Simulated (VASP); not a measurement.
Re:

```
Re
1.0
     2.70372    0.00000    0.00000
    -1.35186    2.34149    0.00000
     0.00000    0.00000    4.38003
Re
2
Direct
  0.33333 0.66667 0.25000
  0.66667 0.33333 0.75000
```

```yaml
Program: VASP 6.6.1
Task: relaxation of cell and atoms
Functional: PBE
Potentials_or_basis: VASP PAW PBE potentials, release 64 (Re)
Cutoff: 600 eV
k_mesh: 14 × 14 × 8
Occupations: fermi-dirac, width 0.08 eV
Spin: no spin polarisation
```

At the start: pressure 32.9 GPa; volume 13.86 Å³/atom.

Q: How do energy, volume and symmetry change on relaxing?

A: Over 9 steps the energy falls by 102.8 meV/atom and the volume is 14.94 Å³/atom (+7.7 %); space group P6_3/mmc (No. 194, to 0.05 Å).

The path:
```csv
step,energy change (eV),largest force (eV/Å),pressure (GPa),volume (Å³)
1,0.0000,0.0000,32.90,27.73
2,2.3608,0.0000,-55.44,40.80
3,-0.2013,0.0000,-4.08,30.21
4,-0.2056,0.0000,-0.42,29.91
5,-0.2056,0.0000,0.11,29.86
6,-0.2056,0.0000,0.15,29.86
7,-0.2057,0.0000,0.14,29.86
8,-0.2056,0.0000,-0.39,29.91
9,-0.2057,0.0000,0.00,29.87
```

Final structure:
```
CELL_PARAMETERS angstrom
2.77395 0.00000 0.00000
-1.38697 2.40231 0.00000
0.00000 0.00000 4.48267
ATOMIC_POSITIONS crystal
Re 0.33333 0.66667 0.25000
Re 0.66667 0.33333 0.75000
```
